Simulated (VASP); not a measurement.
# Mg (Fd-3m) in VASP: a series of runs

Mg is run at these levels: PBE; tasks: single point.

Everything below comes from runs of VASP 6.6.1. Logs are shortened: lines on timing, memory, paths and dates and some standing lists are left out, and cuts for length are marked.

## 1. The cell of the first run

The structure is cubic, space group Fd-3m (No. 227). Conventional cell: a = 6.577 Å, b = 6.577 Å, c = 6.577 Å, α = 90.00°, β = 90.00°, γ = 90.00°. Within 3.8 Å of Mg (site symmetry -43m) lie 4 Mg at 2.85 Å.

## 2. Single point, PBE (volume scaled by 0.88)

Input file INCAR:

```
SYSTEM = Mg
PREC = Accurate
ENCUT = 520
EDIFF = 1E-6
ISMEAR = -1
SIGMA = 0.1
LREAL = .FALSE.
LASPH = .TRUE.
NELM = 80
ALGO = Normal
ISIF = 2
LWAVE = .FALSE.
LCHARG = .FALSE.
GGA = PE
NBANDS = 9
```

Input file KPOINTS:

```
Automatic mesh
0
G
  9 9 9
  0 0 0
```

Input file POSCAR:

```
Mg
1.0
    0.0000000000      3.2886841945      3.2886841945
    3.2886841945      0.0000000000      3.2886841945
    3.2886841945      3.2886841945      0.0000000000
Mg
2
Direct
    0.1250000000      0.1250000000      0.1250000000
    0.8750000000      0.8750000000      0.8750000000
```

Potentials or basis: VASP PAW PBE potentials, release 64 (Mg).

Started as:

```
$ cat potpaw_PBE.64/Mg/POTCAR > POTCAR
$ mpirun -np 1 vasp_std > vasp.out
```

OUTCAR:

```text
SYSTEM = Mg
   PREC = Accurate
   ENCUT = 520
   EDIFF = 1E-6
   ISMEAR = -1
   LREAL = .FALSE.
   LASPH = .TRUE.
   NELM = 80
   ISIF = 2
   GGA = PE

 ion  position               nearest neighbor table
   1  0.125  0.125  0.125-   2 2.85   2 2.85   2 2.85   2 2.85
   2  0.875  0.875  0.875-   1 2.85   1 2.85   1 2.85   1 2.85

  LATTYP: Found a face centered cubic cell.
 ALAT       =     6.5773683890

  Lattice vectors:

 A1 = (   0.0000000000,   3.2886841945,   3.2886841945)
 A2 = (   3.2886841945,   0.0000000000,   3.2886841945)
 A3 = (   3.2886841945,   3.2886841945,   0.0000000000)

Analysis of symmetry for initial positions (statically):
=====================================================================
 Subroutine PRICEL returns:
 Original cell was already a primitive cell.

 Routine SETGRP: Setting up the symmetry group for a
 face centered cubic supercell.

 Subroutine GETGRP returns: Found 48 space group operations
 (whereof 12 operations were pure point group operations)
 out of a pool of 48 trial point group operations.

The static configuration has the point symmetry D_3d.
 The point group associated with its full space group is O_h .

Analysis of symmetry for dynamics (positions and initial velocities):
=====================================================================
 Subroutine PRICEL returns:
 Original cell was already a primitive cell.

 Routine SETGRP: Setting up the symmetry group for a
 face centered cubic supercell.

 Subroutine GETGRP returns: Found 48 space group operations
 (whereof 12 operations were pure point group operations)
 out of a pool of 48 trial point group operations.

The dynamic configuration has the point symmetry D_3d.
 The point group associated with its full space group is O_h .

 Subroutine INISYM returns: Found 48 space group operations
 (whereof 12 operations are pure point group operations),
 and found     1 'primitive' translations

----------------------------------------------------------------------------------------

                                     Primitive cell

  volume of cell :      71.1372

  direct lattice vectors                    reciprocal lattice vectors
     0.000000000  3.288684195  3.288684195    -0.152036489  0.152036489  0.152036489
     3.288684195  0.000000000  3.288684195     0.152036489 -0.152036489  0.152036489
     3.288684195  3.288684195  0.000000000     0.152036489  0.152036489 -0.152036489

  length of vectors
     4.650901790  4.650901790  4.650901790     0.263334924  0.263334924  0.263334924

[... 85 lines left out ...]
   NFREE  =      0    steps in history (QN), initial steepest desc. (CG)
   ISIF   =      2    stress and relaxation
   ISYM   =      2    0-nonsym 1-usesym 2-fastsym
   POTIM  = 0.5000    time-step for ionic-motion
   TEBEG  =    0.0;   TEEND  =   0.0 temperature during run
   PSTRESS=    0.0 pullay stress
   NELECT =       4.0000    total number of electrons
   NUPDOWN=      -1.0000    fix difference up-down
   EMIN   =  10.00;   EMAX   =-10.00  energy-range for DOS
   EFERMI =   0.00;   METHOD = LEGACY
   ISMEAR =    -1;   SIGMA  =   0.10  broadening in eV -4-tet -1-fermi 0-gaus
   EFERMI_NEDOS =   21; number of points for ismear=-14 and -15
   IALGO  =     38    algorithm
   IMIX   =      4    mixing-type and parameters
     AMIX     =   0.40;   BMIX     =  1.00
     AMIX_MAG =   1.60;   BMIX_MAG =  1.00
  volume/ion in A,a.u.               =      35.57       240.03
  Fermi-wavevector in a.u.,A,eV,Ry     =   0.627185  1.185209  5.352010  0.393362
  Thomas-Fermi vector in A             =   1.688698
   LORBIT       =      0    0 simple, 1 ext, 2 COOP (PROOUT), +10 PAW based schemes
   GGA     = PE    functional components
   LHFCALC =     F    Hartree Fock is set to
   AEXX    =    0.0000 exact exchange contribution
   IVDW    =     0    specifies the selected vdW correction
   LEPSILON=     F    determine dielectric tensor
   LRPA    =     F    only Hartree local field effects (RPA)
 non-spin polarized calculation
  energy-cutoff  :      520.00
  volume of cell :       71.14
 maximum number of plane-waves:      1936
   NGX = 17   NGY = 17   NGZ = 17

 number of electron       4.0000000 magnetization

 Free energy of the ion-electron system (eV)
  ---------------------------------------------------
  ext. energy  EPLUGINS =         0.00000000
  ---------------------------------------------------
  free energy    TOTEN  =        -1.43802544 eV

  energy without entropy =       -1.40143402  energy(sigma->0) =       -1.41972973

 E-fermi :   0.4981     XC(G=0):  -7.0354

 val. band max:        0.4449546736   @ k =  -0.2222   0.2222   0.0000
 cond. band min:       0.6276873060   @ k =   0.3333   0.3333   0.0000
 fundamental gap:      0.1827326324
 Fermi energy:         0.4980798226

 k-point     1 :       0.0000    0.0000    0.0000
  band No.  band energies     occupation
      1      -4.7924      2.00000
      2       4.0115      0.00000
      3       4.0115      0.00000
      4       4.0115      0.00000
      5       5.0542      0.00000
      6       5.0542      0.00000
      7       5.0542      0.00000
      8       7.2358      0.00000
      9       7.8625      0.00000
[... 265 lines left out ...]
 k-point    24 :       0.4444    0.4444    0.0000
  band No.  band energies     occupation
      1      -2.2395      2.00000
      2      -0.8870      2.00000
      3       1.5912      0.00004
      4       1.5912      0.00004
      5       3.0222      0.00000
      6       3.1542      0.00000
      7      10.2387      0.00000
      8      10.2387      0.00000
      9      10.6818      0.00000

 [... further k-points ...]

------------------------ aborting loop because EDIFF is reached ----------------------------------------

  FORCE on cell =-STRESS in cart. coord.  units (eV):
  Direction    XX          YY          ZZ          XY          YZ          ZX
  --------------------------------------------------------------------------------------
  -------------------------------------------------------------------------------------
  Total        0.7977310      0.7977310      0.7977310     -0.0000000     -0.0000000     -0.0000000
  in kB       17.9667918     17.9667918     17.9667918     -0.0000000     -0.0000000     -0.0000000
  external PRESSURE =      17.9667918 kB  Pullay stress =       0.0000000 kB

 VOLUME and BASIS-vectors are now :
 -----------------------------------------------------------------------------
  energy-cutoff  :      520.00
  volume of cell :       71.14
      direct lattice vectors                 reciprocal lattice vectors
     0.000000000  3.288684195  3.288684195    -0.152036489  0.152036489  0.152036489
     3.288684195  0.000000000  3.288684195     0.152036489 -0.152036489  0.152036489
     3.288684195  3.288684195  0.000000000     0.152036489  0.152036489 -0.152036489

 POSITION                                       TOTAL-FORCE (eV/Angst)
 -----------------------------------------------------------------------------------
      0.82217      0.82217      0.82217         0.000000     -0.000000      0.000000
      5.75520      5.75520      5.75520        -0.000000      0.000000     -0.000000
 -----------------------------------------------------------------------------------
    total drift:                               -0.000000      0.000000      0.000000

  FREE ENERGIE OF THE ION-ELECTRON SYSTEM (eV)
  ---------------------------------------------------
  free  energy   TOTEN  =        -1.4380254369 eV

  energy  without entropy=       -1.4014340174  energy(sigma->0) =       -1.41972973
```

stdout:

```text
POSCAR found type information on POSCAR Mg
 POSCAR found :  1 types and       2 ions
 scaLAPACK will be used
 LDA part: xc-table for (Slater+PW92), standard interpolation
 POSCAR, INCAR and KPOINTS ok, starting setup
 FFT: planning ... GRIDC
 FFT: planning ... GRID_SOFT
 FFT: planning ... GRID
 WAVECAR not read
 entering main loop
```

Wall time 12 s (1 thread of AMD EPYC 9R45 (Zen 5), shared host); peak memory 0.17 GiB.

Results:

```yaml
Free_energy: -1.4380 eV
Pressure: 1.8 GPa
Band_gap_on_the_k_mesh: zero (band 2 reaches 4.01 eV, above the bottom of band 3 at -0.09 eV)
```

Caveat: the cell differs from its parent crystal (volume scaled by 0.88).

## 3. Single point, PBE (volume scaled by 0.92)

Input file INCAR:

```
PREC = Accurate
ENCUT = 520
EDIFF = 1E-7
ISMEAR = -1
SIGMA = 0.1
LREAL = False
LASPH = True
NELM = 80
ALGO = Normal
ISIF = 2
LWAVE = False
LCHARG = False
GGA = PE
NBANDS = 9
```

Input file KPOINTS:

```
regular mesh
0
Gamma
  9 9 9
```

Input file POSCAR:

```
Mg
1.0
    0.0000000000      3.3377762708      3.3377762708
    3.3377762708      0.0000000000      3.3377762708
    3.3377762708      3.3377762708      0.0000000000
Mg
2
Direct
    0.1250000000      0.1250000000      0.1250000000
    0.8750000000      0.8750000000      0.8750000000
```

Potentials or basis: VASP PAW PBE potentials, release 64 (Mg).

Started as:

```
$ cat potpaw_PBE.64/Mg/POTCAR > POTCAR
$ mpirun -np 1 vasp_std > vasp.out
```

OUTCAR:

```text
PREC = Accurate
   ENCUT = 520
   EDIFF = 1E-7
   ISMEAR = -1
   LREAL = False
   LASPH = True
   NELM = 80
   ISIF = 2
   GGA = PE

 ion  position               nearest neighbor table
   1  0.125  0.125  0.125-   2 2.89   2 2.89   2 2.89   2 2.89
   2  0.875  0.875  0.875-   1 2.89   1 2.89   1 2.89   1 2.89

  LATTYP: Found a face centered cubic cell.
 ALAT       =     6.6755525416

  Lattice vectors:

 A1 = (   0.0000000000,   3.3377762708,   3.3377762708)
[... 474 lines left out ...]

------------------------ aborting loop because EDIFF is reached ----------------------------------------

  FORCE on cell =-STRESS in cart. coord.  units (eV):
  Direction    XX          YY          ZZ          XY          YZ          ZX
  --------------------------------------------------------------------------------------
  -------------------------------------------------------------------------------------
  Total        0.4970936      0.4970936      0.4970936      0.0000000     -0.0000000     -0.0000000
  in kB       10.7089551     10.7089551     10.7089551      0.0000000     -0.0000000     -0.0000000
  external PRESSURE =      10.7089551 kB  Pullay stress =       0.0000000 kB

 VOLUME and BASIS-vectors are now :
 -----------------------------------------------------------------------------
  energy-cutoff  :      520.00
  volume of cell :       74.37
      direct lattice vectors                 reciprocal lattice vectors
     0.000000000  3.337776271  3.337776271    -0.149800334  0.149800334  0.149800334
     3.337776271  0.000000000  3.337776271     0.149800334 -0.149800334  0.149800334
     3.337776271  3.337776271  0.000000000     0.149800334  0.149800334 -0.149800334

 POSITION                                       TOTAL-FORCE (eV/Angst)
 -----------------------------------------------------------------------------------
      0.83444      0.83444      0.83444         0.000000      0.000000      0.000000
      5.84111      5.84111      5.84111        -0.000000     -0.000000     -0.000000
 -----------------------------------------------------------------------------------
    total drift:                               -0.000000      0.000000      0.000000

  FREE ENERGIE OF THE ION-ELECTRON SYSTEM (eV)
  ---------------------------------------------------
  free  energy   TOTEN  =        -1.4667238395 eV

  energy  without entropy=       -1.4288869853  energy(sigma->0) =       -1.44780541
```

It took 13 s on 1 thread of AMD EPYC 9R45 (Zen 5), shared host; peak memory 0.17 GiB.

Results:

```
Free energy            : -1.4667 eV
Pressure               : 1.1 GPa
Band gap on the k mesh : zero (band 2 reaches 3.74 eV, above the bottom of band 3 at -0.19 eV)
```

Levels at points of the mesh, in eV from the Fermi level:
```tsv
k point	band 1	band 2	band 3	band 4	band 5	band 6	band 7
(0.00, 0.00, 0.00)	-5.16	3.40	3.40	3.40	4.45	4.45	4.45
```

Caveat: the cell differs from its parent crystal (volume scaled by 0.92).

## 4. Single point, PBE (volume scaled by 0.96)

Input file INCAR:

```
ALGO = Normal ; EDIFF = 1E-7
ENCUT = 520 ; GGA = PE
ISIF = 2 ; ISMEAR = -1
LASPH = T ; LCHARG = F
LREAL = F ; LWAVE = F
NBANDS = 9 ; NELM = 80
PREC = Accurate ; SIGMA = 0.1
```

Input file KPOINTS:

```
k-points
0
Gamma
  9 9 9
```

Input file POSCAR:

```
Mg
1.0
    0.0000000000      3.3854652320      3.3854652320
    3.3854652320      0.0000000000      3.3854652320
    3.3854652320      3.3854652320      0.0000000000
Mg
2
Direct
    0.1250000000      0.1250000000      0.1250000000
    0.8750000000      0.8750000000      0.8750000000
```

Started as:

```
$ cat potpaw_PBE.64/Mg/POTCAR > POTCAR
$ mpirun -np 1 vasp_std > vasp.out
```

It took 13 s on 1 thread of AMD EPYC 9R45 (Zen 5), shared host; peak memory 0.17 GiB.

Results (log left out):

```yaml
Free_energy: -1.4822 eV
Pressure: 0.5 GPa
Band_gap_on_the_k_mesh: zero (band 2 reaches 3.50 eV, above the bottom of band 3 at -0.28 eV)
```

Levels at points of the mesh, in eV from the Fermi level:
```csv
k point,band 1,band 2,band 3,band 4,band 5
"(0.00, 0.00, 0.00)",-5.04,3.28,3.28,3.28,4.34
```

Caveat: the cell differs from its parent crystal (volume scaled by 0.96).

## 5. Single point, PBE

This run uses another cell than the first one, of 40.42 Å³/atom, 1.136 times its volume.

Input file INCAR:

```
SYSTEM = Mg
PREC = Accurate ; ENCUT = 520
EDIFF = 1E-7 ; ISMEAR = -1
SIGMA = 0.1 ; LREAL = .FALSE.
LASPH = .TRUE. ; NELM = 60
ALGO = Normal ; ISIF = 2
LWAVE = .FALSE. ; LCHARG = .FALSE.
GGA = PE ; NBANDS = 9
```

Input file KPOINTS:

```
Automatic mesh
0
G
  9 9 9
  0 0 0
```

Input file POSCAR:

```
Mg
1.0
    0.0000000000      3.4318472317      3.4318472317
    3.4318472317      0.0000000000      3.4318472317
    3.4318472317      3.4318472317      0.0000000000
Mg
2
Direct
    0.1250000000      0.1250000000      0.1250000000
    0.8750000000      0.8750000000      0.8750000000
```

Started as:

```
$ cat potpaw_PBE.64/Mg/POTCAR > POTCAR
$ mpirun -np 1 vasp_std > vasp.out
```

It took 15 s on 1 thread of AMD EPYC 9R45 (Zen 5), shared host; peak memory 0.17 GiB.

It converged, with:

```yaml
Free_energy: -1.4868 eV
Pressure: 0.0 GPa
Band_gap_on_the_k_mesh: zero (band 2 reaches 3.27 eV, above the bottom of band 3 at -0.36 eV)
```

Levels at points of the mesh, in eV from the Fermi level:
```tsv
k point	band 1	band 2	band 3	band 4	band 5	band 6	band 7
(0.00, 0.00, 0.00)	-4.93	3.18	3.18	3.18	4.24	4.24	4.24
```

## 6. Summary

| cell | gap on the mesh (eV) | pressure (GPa) |
| --- | --- | --- |
| a = 4.651 Å, angles 60.0°, 2 atoms | none | 1.8 |
| a = 4.720 Å, angles 60.0°, 2 atoms | none | 1.1 |
| a = 4.788 Å, angles 60.0°, 2 atoms | none | 0.5 |
| a = 4.853 Å, angles 60.0°, 2 atoms | none | 0.0 |

Alike in all rows: task single point; level PBE; potentials or basis VASP PAW PBE potentials, release 64 (Mg); no spin polarisation; k mesh 9 × 9 × 9; cutoff (eV) 520; smearing fermi-dirac 0.1 eV.

Total energies depend on the potentials used, so only differences within one code and one set of settings carry meaning.
